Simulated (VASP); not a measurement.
# CoO (Fm-3m) in VASP: further runs

Aim: see how the results for CoO move with the level of theory and the settings. Levels: revPBE, PBEsol, RPBE. Tasks: single point, relaxation of cell and atoms.

Everything below comes from runs of VASP 6.6.1. Logs are shortened: lines on timing, memory, paths and dates and some standing lists are left out, and cuts for length are marked.

## 1. The cell of the first run

Symmetry: Fm-3m, No. 225, cubic system. The conventional cell has a = 4.285 Å, b = 4.285 Å, c = 4.285 Å, α = 90.00°, β = 90.00°, γ = 90.00°. Co (site symmetry m-3m) has 6 O at 2.14 Å within 2.8 Å. O (site symmetry m-3m) has 6 Co at 2.14 Å within 2.8 Å.

## 2. Single point, revPBE, collinear spin, ferromagnetic start

Contents of INCAR:

```
ALGO = Normal
EDIFF = 1E-6
ENCUT = 520
GGA = RE
ISIF = 2
ISMEAR = -1
ISPIN = 2
LASPH = True
LCHARG = True
LELF = True
LMAXMIX = 4
LORBIT = 11
LREAL = False
LVHAR = True
LWAVE = False
MAGMOM = 2 0
NBANDS = 18
NELM = 150
PREC = Accurate
SIGMA = 0.05
```

Contents of KPOINTS:

```
k-points
0
Gamma
  11 11 11
```

Contents of POSCAR:

```
CoO
1.0
    0.0000000000      2.1423928814      2.1423928814
    2.1423928814      0.0000000000      2.1423928814
    2.1423928814      2.1423928814      0.0000000000
Co O
1 1
Direct
    0.0000000000      0.0000000000      0.0000000000
    0.5000000000      0.5000000000      0.5000000000
```

Potentials or basis: VASP PAW PBE potentials, release 64 (Co, O).

Launch:

```
> cat potpaw_PBE.64/Co/POTCAR potpaw_PBE.64/O/POTCAR > POTCAR
> mpirun -np 1 vasp_std > vasp.out
```

OUTCAR:

```text
EDIFF = 1E-6
   ENCUT = 520
   GGA = RE
   ISIF = 2
   ISMEAR = -1
   ISPIN = 2
   LASPH = True
   LORBIT = 11
   LREAL = False
   NELM = 150
   PREC = Accurate

 ion  position               nearest neighbor table
   1  0.000  0.000  0.000-   2 2.14   2 2.14   2 2.14   2 2.14   2 2.14   2 2.14
   2  0.500  0.500  0.500-   1 2.14   1 2.14   1 2.14   1 2.14   1 2.14   1 2.14

  LATTYP: Found a face centered cubic cell.
 ALAT       =     4.2847857628

  Lattice vectors:

 A1 = (   0.0000000000,   2.1423928814,   2.1423928814)
 A2 = (   2.1423928814,   0.0000000000,   2.1423928814)
 A3 = (   2.1423928814,   2.1423928814,   0.0000000000)

Analysis of symmetry for initial positions (statically):
[... 25 lines left out ...]
The dynamic configuration has the point symmetry O_h .

Analysis of structural, dynamic, and magnetic symmetry:
=====================================================================
 Subroutine PRICEL returns:
[... 7 lines left out ...]
 out of a pool of 48 trial point group operations.

The overall configuration has the point symmetry O_h .

 Subroutine INISYM returns: Found 48 space group operations
[... 5 lines left out ...]
                                     Primitive cell

  volume of cell :      19.6665

  direct lattice vectors                    reciprocal lattice vectors
     0.000000000  2.142392881  2.142392881    -0.233383897  0.233383897  0.233383897
     2.142392881  0.000000000  2.142392881     0.233383897 -0.233383897  0.233383897
     2.142392881  2.142392881  0.000000000     0.233383897  0.233383897 -0.233383897

  length of vectors
     3.029801069  3.029801069  3.029801069     0.404232768  0.404232768  0.404232768

  position of ions in fractional coordinates (direct lattice)
     0.000000000  0.000000000  0.000000000
     0.500000000  0.500000000  0.500000000

  ion indices of the primitive-cell ions
   primitive index   ion index
                 1           1
                 2           2

----------------------------------------------------------------------------------------

 KPOINTS: k-points

Automatic generation of k-mesh.
 Grid dimensions read from file:
 generate k-points for:   11   11   11

 Generating k-lattice:

  Cartesian coordinates                     Fractional coordinates (reciprocal lattice)
    -0.021216718  0.021216718  0.021216718     0.090909091  0.000000000  0.000000000
     0.021216718 -0.021216718  0.021216718     0.000000000  0.090909091  0.000000000
     0.021216718  0.021216718 -0.021216718     0.000000000  0.000000000  0.090909091

  Length of vectors
     0.036748433  0.036748433  0.036748433

  Shift w.r.t. Gamma in fractional coordinates (k-lattice)
     0.000000000  0.000000000  0.000000000

 Subroutine IBZKPT returns following result:
 ===========================================

 Found     56 irreducible k-points:

 Following reciprocal coordinates:
            Coordinates               Weight
  0.000000  0.000000  0.000000      1.000000
  0.090909  0.000000  0.000000      8.000000
  0.181818  0.000000  0.000000      8.000000
  0.272727  0.000000  0.000000      8.000000
  0.363636  0.000000  0.000000      8.000000
  0.454545  0.000000  0.000000      8.000000
[... 16 lines left out ...]
 -0.272727  0.181818  0.000000     24.000000
 -0.181818  0.181818  0.000000     12.000000
 [... further k-points ...]
   k-points           NKPTS =     56   k-points in BZ     NKDIM =     56   number of bands    NBANDS=     18
   number of dos      NEDOS =    301   number of ions     NIONS =      2
   total plane-waves  NPLWV =  13824
   dimension x,y,z NGX =    24 NGY =   24 NGZ =   24
   dimension x,y,z NGXF=    48 NGYF=   48 NGZF=   48
   ions per type =               1   1
   NGX,Y,Z   is equivalent  to a cutoff of  13.17, 13.17, 13.17 a.u.
   NGXF,Y,Z  is equivalent  to a cutoff of  26.34, 26.34, 26.34 a.u.
 SYSTEM =  unknown system
   PREC   = accura    normal or accurate (medium, high low for compatibility)
   ISTART =      0    job   : 0-new  1-cont  2-samecut
   ICHARG =      2    charge: 1-file 2-atom 10-const
   ISPIN  =      2    spin polarized calculation?
   LNONCOLLINEAR =      F non collinear calculations
   LSORBIT =      F    spin-orbit coupling
   LASPH  =      T    aspherical Exc in radial PAW
   ENCUT  =  520.0 eV  38.22 Ry    6.18 a.u.   5.63  5.63  5.63*2*pi/ulx,y,z
   NELM   =    150;   NELMIN=  2; NELMDL= -5     # of ELM steps
   EDIFF  = 0.1E-05   stopping-criterion for ELM
   LREAL  =      F    real-space projection
   EDIFFG = 0.1E-04   stopping-criterion for IOM
   NSW    =      0    number of steps for IOM
   IBRION =     -1    ionic relax: 0-MD 1-quasi-New 2-CG
   NFREE  =      0    steps in history (QN), initial steepest desc. (CG)
   ISIF   =      2    stress and relaxation
   ISYM   =      2    0-nonsym 1-usesym 2-fastsym
   POTIM  = 0.5000    time-step for ionic-motion
   TEBEG  =    0.0;   TEEND  =   0.0 temperature during run
   PSTRESS=    0.0 pullay stress
   NELECT =      15.0000    total number of electrons
   NUPDOWN=      -1.0000    fix difference up-down
   EMIN   =  10.00;   EMAX   =-10.00  energy-range for DOS
   EFERMI =   0.00;   METHOD = LEGACY
   ISMEAR =    -1;   SIGMA  =   0.05  broadening in eV -4-tet -1-fermi 0-gaus
   EFERMI_NEDOS =   21; number of points for ismear=-14 and -15
   IALGO  =     38    algorithm
   IMIX   =      4    mixing-type and parameters
     AMIX     =   0.40;   BMIX     =  1.00
     AMIX_MAG =   1.60;   BMIX_MAG =  1.00
  volume/ion in A,a.u.               =       9.83        66.36
  Fermi-wavevector in a.u.,A,eV,Ry     =   1.495763  2.826582 30.440411  2.237307
  Thomas-Fermi vector in A             =   2.607866
   LORBIT       =     11    0 simple, 1 ext, 2 COOP (PROOUT), +10 PAW based schemes
   GGA     = RE    functional components
   LHFCALC =     F    Hartree Fock is set to
   AEXX    =    0.0000 exact exchange contribution
   IVDW    =     0    specifies the selected vdW correction
   LEPSILON=     F    determine dielectric tensor
   LRPA    =     F    only Hartree local field effects (RPA)
 spin polarized calculation
  energy-cutoff  :      520.00
  volume of cell :       19.67
 maximum number of plane-waves:       538
   NGX = 11   NGY = 11   NGZ = 11

 number of electron      15.0000007 magnetization       2.9489762

 Free energy of the ion-electron system (eV)
  ---------------------------------------------------
  ext. energy  EPLUGINS =         0.00000000
  ---------------------------------------------------
  free energy    TOTEN  =       -12.33845724 eV

  energy without entropy =      -12.30371929  energy(sigma->0) =      -12.32108827

 E-fermi :   7.7641     XC(G=0): -12.1770

 val. band max:        7.7577316032   @ k =   0.3636   0.2727   0.0909
 cond. band min:       7.7710375721   @ k =   0.4545   0.0000   0.0000
 fundamental gap:      0.0133059689
 Fermi energy:         7.7640540363

 spin component 1

 k-point     1 :       0.0000    0.0000    0.0000
  band No.  band energies     occupation
      1     -12.3065      1.00000
      2       4.4727      1.00000
      3       4.4727      1.00000
      4       4.6920      1.00000
      5       4.6920      1.00000
      6       4.6920      1.00000
[... 10 lines left out ...]
     17      29.0248      0.00000
     18      32.5190      0.00000

 k-point     2 :       0.0909    0.0000    0.0000
  band No.  band energies     occupation
      1     -12.2252      1.00000
      2       3.8052      1.00000
      3       3.8052      1.00000
      4       3.8598      1.00000
      5       4.7197      1.00000
      6       4.7198      1.00000
[... 10 lines left out ...]
     17      30.1758      0.00000
     18      33.7842      0.00000

 k-point     3 :       0.1818    0.0000    0.0000
  band No.  band energies     occupation
      1     -11.9984      1.00000
      2       2.6270      1.00000
      3       3.0963      1.00000
      4       3.0963      1.00000
      5       4.8632      1.00000
      6       4.8632      1.00000
[... 412 lines left out ...]
 k-point    23 :      -0.2727    0.1818    0.0000
  band No.  band energies     occupation
      1     -11.3374      1.00000
      2       0.7468      1.00000
      3       2.0463      1.00000
      4       2.4176      1.00000
      5       5.1223      1.00000
      6       5.1567      1.00000
[... 10 lines left out ...]
     17      35.3488      0.00000
     18      37.0818      0.00000

 k-point    24 :      -0.1818    0.1818    0.0000
  band No.  band energies     occupation
      1     -11.5999      1.00000
      2       1.2906      1.00000
      3       2.2834      1.00000
      4       2.9218      1.00000
      5       4.9924      1.00000
      6       5.0036      1.00000
[... 10 lines left out ...]
     17      35.3194      0.00000
     18      37.1117      0.00000

 [... further k-points ...]

 spin component 2

 k-point     1 :       0.0000    0.0000    0.0000
  band No.  band energies     occupation
      1     -11.7923      1.00000
      2       5.3238      1.00000
      3       5.3238      1.00000
      4       5.3238      1.00000
      5       6.7119      1.00000
      6       6.7119      1.00000
[... 10 lines left out ...]
     17      30.0118      0.00000
     18      33.3139      0.00000

 k-point     2 :       0.0909    0.0000    0.0000
  band No.  band energies     occupation
      1     -11.7084      1.00000
      2       4.6098      1.00000
      3       5.0361      1.00000
      4       5.0361      1.00000
      5       6.8147      1.00000
      6       6.8148      1.00000
[... 10 lines left out ...]
     17      30.9715      0.00000
     18      34.6357      0.00000

 k-point     3 :       0.1818    0.0000    0.0000
  band No.  band energies     occupation
      1     -11.4744      1.00000
      2       3.3102      1.00000
      3       4.4770      1.00000
      4       4.4771      1.00000
      5       7.0226      1.00000
      6       7.0226      1.00000
[... 412 lines left out ...]
 k-point    23 :      -0.2727    0.1818    0.0000
  band No.  band energies     occupation
      1     -10.7834      1.00000
      2       1.4382      1.00000
      3       3.2789      1.00000
      4       3.5188      1.00000
      5       7.2941      0.99992
      6       7.6412      0.92102
[... 10 lines left out ...]
     17      35.7942      0.00000
     18      37.6695      0.00000

 k-point    24 :      -0.1818    0.1818    0.0000
  band No.  band energies     occupation
      1     -11.0593      1.00000
      2       2.0475      1.00000
      3       3.7580      1.00000
      4       3.7858      1.00000
      5       7.0971      1.00000
      6       7.5386      0.98911
[... 10 lines left out ...]
     17      35.9238      0.00000
     18      37.6789      0.00000

 [... further k-points ...]
[... 5 lines left out ...]
  --------------------------------------------------------------------------------------
  -------------------------------------------------------------------------------------
  Total       -0.0460856     -0.0460856     -0.0460856     -0.0000000      0.0000000      0.0000000
  in kB       -3.7544696     -3.7544696     -3.7544696     -0.0000000      0.0000000      0.0000000
  external PRESSURE =      -3.7544696 kB  Pullay stress =       0.0000000 kB

 VOLUME and BASIS-vectors are now :
 -----------------------------------------------------------------------------
  energy-cutoff  :      520.00
  volume of cell :       19.67
      direct lattice vectors                 reciprocal lattice vectors
     0.000000000  2.142392881  2.142392881    -0.233383897  0.233383897  0.233383897
     2.142392881  0.000000000  2.142392881     0.233383897 -0.233383897  0.233383897
     2.142392881  2.142392881  0.000000000     0.233383897  0.233383897 -0.233383897

 POSITION                                       TOTAL-FORCE (eV/Angst)
 -----------------------------------------------------------------------------------
      0.00000      0.00000      0.00000         0.000000      0.000000      0.000000
      2.14239      2.14239      2.14239        -0.000000     -0.000000     -0.000000
 -----------------------------------------------------------------------------------
    total drift:                                0.000000     -0.000000     -0.000000

  FREE ENERGIE OF THE ION-ELECTRON SYSTEM (eV)
  ---------------------------------------------------
  free  energy   TOTEN  =       -12.3384572446 eV

  energy  without entropy=      -12.3037192883  energy(sigma->0) =      -12.32108827

 total charge

# of ion       s       p       d       tot
------------------------------------------
    1        0.289   0.344   7.125   7.757
    2        1.560   3.424   0.000   4.983
--------------------------------------------------
tot          1.848   3.768   7.125  12.741

 magnetization (x)

# of ion       s       p       d       tot
------------------------------------------
    1        0.020   0.016   2.558   2.594
    2        0.028   0.278   0.000   0.306
--------------------------------------------------
tot          0.048   0.295   2.558   2.900
```

It took 17 s on 1 thread of Intel Xeon 6975P-C (Granite Rapids), shared host; peak memory 0.16 GiB.

Results:

| Item | Value |
| --- | --- |
| Free energy | -12.3385 eV |
| Pressure | -0.4 GPa |
| Net moment | 2.95 μB per cell |
| Site moments | Co +2.59; O +0.31 μB |
| Valence electrons inside the program's atomic spheres | Co 7.76; O 4.98 |

Caveat: the PAW data sets were made with another functional, which shifts forces and pressure a little; a cell with one magnetic atom can't hold antiferromagnetic order, which such compounds often take; semilocal functionals often make such compounds metallic where correlation or magnetic order opens a gap, which also shifts bond lengths. With open d or f shells a metallic result of revPBE can be an artefact of self-interaction; +U or a hybrid may open a gap.

## 3. Relaxation of cell and atoms, PBEsol, collinear spin, ferromagnetic start

This run uses another cell than the first one, of 9.68 Å³/atom, 0.985 times its volume.

Contents of INCAR:

```
PREC = Accurate ; ENCUT = 600
EDIFF = 1E-7 ; ISMEAR = -1
SIGMA = 0.05 ; LREAL = F
LASPH = T ; NELM = 150
ALGO = Normal ; ISIF = 3
LWAVE = F ; LCHARG = F
ISPIN = 2 ; MAGMOM = 2 0
LORBIT = 11 ; LMAXMIX = 4
GGA = PS ; IBRION = 2
NSW = 60 ; EDIFFG = -0.01
```

Contents of KPOINTS:

```
regular mesh
0
Gamma
  11 11 11
```

Contents of POSCAR:

```
CoO
1.0
    0.0000000000      2.1315000000      2.1315000000
    2.1315000000      0.0000000000      2.1315000000
    2.1315000000      2.1315000000      0.0000000000
Co O
1 1
Direct
    0.0000000000      0.0000000000      0.0000000000
    0.5000000000      0.5000000000      0.5000000000
```

Potentials or basis: VASP PAW PBE potentials, release 64 (Co, O).

Launch:

```
> cat potpaw_PBE.64/Co/POTCAR potpaw_PBE.64/O/POTCAR > POTCAR
> mpirun -np 1 vasp_std > vasp.out
```

It took 35 s on 1 thread of Intel Xeon 6975P-C (Granite Rapids), shared host; peak memory 0.17 GiB.

Results (log left out):

| Item | Value |
| --- | --- |
| Free energy | -14.0097 eV |
| Relaxed volume | 9.03 Å³/atom |
| Relaxed cell | a = 2.945 Å, b = 2.945 Å, c = 2.945 Å, α = 60.00°, β = 60.00°, γ = 60.00° |
| Space group after relaxing (to 0.05 Å) | Fm-3m (No. 225) |
| Energy gained by relaxing | 24.8 meV/atom |
| Ionic steps | 4 |
| Pressure after relaxing | 0.0 GPa |
| Net moment | 2.75 μB per cell |
| Site moments | Co +2.43; O +0.28 μB |
| Valence electrons inside the program's atomic spheres | Co 7.93; O 4.98 |

The path:
| step | energy change (eV) | largest force (eV/Å) | pressure (GPa) | volume (Å³) |
| --- | --- | --- | --- | --- |
| 1 | 0.0000 | 0.0000 | -11.51 | 19.37 |
| 2 | -0.0418 | 0.0000 | 4.03 | 17.48 |
| 3 | -0.0495 | 0.0000 | 0.52 | 18.00 |
| 4 | -0.0496 | 0.0000 | 0.04 | 18.05 |

Final structure:
```
CELL_PARAMETERS angstrom
0.00000 2.08208 2.08208
2.08208 0.00000 2.08208
2.08208 2.08208 0.00000
ATOMIC_POSITIONS crystal
Co 0.00000 0.00000 0.00000
O 0.50000 0.50000 0.50000
```

Levels at points of the mesh, in eV from the Fermi level:
Spin up:
```
           k point  band 6  band 7  band 8  band 9  band 10  band 11  band 12
(0.00, 0.00, 0.00)   -3.26   -3.17   -3.17   -3.17     1.22    16.77    18.47
```
Spin down:
```
           k point  band 3  band 4  band 5  band 6  band 7  band 8  band 9  band 10
(0.00, 0.00, 0.00)   -2.99   -2.99   -1.27   -1.27   -1.27   -0.26   -0.26     1.75
```

Caveat: the PAW data sets were made with another functional, which shifts forces and pressure a little; a cell with one magnetic atom can't hold antiferromagnetic order, which such compounds often take; semilocal functionals often make such compounds metallic where correlation or magnetic order opens a gap, which also shifts bond lengths. With open d or f shells a metallic result of PBEsol can be an artefact of self-interaction; +U or a hybrid may open a gap.

(Continued in part 2 of 2.)
